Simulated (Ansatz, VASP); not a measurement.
AlAs in VASP and in Ansatz

```xyz
2
Lattice="0.0000 2.8372 2.8372 2.8372 0.0000 2.8372 2.8372 2.8372 0.0000" Properties=species:S:1:pos:R:3 pbc="T T T"
Al    0.0000    0.0000    0.0000
As    1.4186    1.4186    1.4186
```

Alike in both runs: task single point; functional PBEsol; k mesh 8 × 8 × 8; no spin polarisation.

|  | VASP | Ansatz |
| --- | --- | --- |
| version | VASP 6.6.1 | Ansatz 0.2.0 |
| potentials or method | VASP PAW PBE potentials, release 64 (Al, As), cutoff 500 eV | scalar-relativistic, plane waves, PAW |
| occupations | gaussian, width 0.01 eV | fixed |
| valence electrons in the cell | 8 | 18 |

Ansatz gave:

| Property | Result |
| --- | --- |
| gap on the k mesh at the Fermi level (eV) | 1.34 |
| least direct gap on the mesh (eV) | 1.91 |
| pressure (GPa) | 0.0 |

Q: Which values does VASP return?

A: gap on the k mesh at the Fermi level (eV): 1.33; least direct gap on the mesh (eV): 1.92; pressure (GPa): 0.3.

VASP's potentials were made for PBE, not for PBEsol, and Ansatz warns of the same on its side. VASP's potentials hold 8 valence electrons a cell and Ansatz's 18, so a difference there can come from the potentials and not from the codes.
